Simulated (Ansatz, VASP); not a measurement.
Two plane-wave programs on W

The input INCAR:

```
  ALGO = Normal
  EDIFF = 1E-6
  ENCUT = 520
  GGA = CA
  ISIF = 2
  ISMEAR = -1
  LASPH = T
  LCHARG = F
  LREAL = F
  LWAVE = F
  NBANDS = 28
  NELM = 100
  PREC = Accurate
  SIGMA = 0.1
```

Contents of KPOINTS:

```
k-points
0
Gamma
  9 9 14
```

The input POSCAR:

```
W
1.0
    4.7911086543      0.0000000000      0.0000000000
   -2.3955543271      4.1492218069      0.0000000000
    0.0000000000      0.0000000000      2.6643443465
W
3
Direct
    0.0000000000      0.0000000000      0.0000000000
    0.3333333333      0.6666666667      0.5000000000
    0.6666666667      0.3333333333      0.5000000000
```

Input for Ansatz:

```yaml
crystal:
  lattice:
    - [4.7911086543, 0.0, 0.0]
    - [-2.3955543271, 4.1492218069, 0.0]
    - [0.0, 0.0, 2.6643443465]
  atoms:
    - { symbol: W, position: [0.0, 0.0, 0.0] }
    - { symbol: W, position: [0.3333333333, 0.6666666667, 0.5] }
    - { symbol: W, position: [0.6666666667, 0.3333333333, 0.5] }
hamiltonian:
  xc: lda
  pseudopotentials:
    kind: paw
    azcp:
      W: "pseudopotentials/W.paw.azcp"
basis:
  ecutwfc: 420
  fft_grid_basis: typed
kpoints:
  mp_grid: { grid: [9, 9, 14], shift: [0, 0, 0] }
magnetization:
  spin_polarized: false
scf:
  occupations: { method: fermi_dirac, width: 0.1 }
  lower_state_search: "off"
output:
  stress: true
```

Alike in both runs: task single point; functional LDA; k mesh 9 × 9 × 14; occupations fermi-dirac, width 0.1 eV; no spin polarisation.

|  | VASP | Ansatz |
| --- | --- | --- |
| version | VASP 6.6.1 | Ansatz 0.2.0 |
| potentials or method | VASP PAW LDA potentials, release 64 (W_sv), cutoff 520 eV | plane waves (420 eV) with PAW, scalar-relativistic |
| valence electrons in the cell | 42 | 42 |

|  | VASP | Ansatz | Ansatz less VASP |
| --- | --- | --- | --- |
| pressure (GPa) | -26.1 | -27.3 | -1.15 |
| traceless stress, the component that is largest in VASP (GPa) | -2.80 | -3.07 | -0.266 |

Ansatz warns that its potentials were made for another functional, while VASP's fit it. LDA's correlation is that of Perdew and Zunger in VASP and of Perdew and Wang (1992) in Ansatz.

Spin-orbit coupling is off throughout.
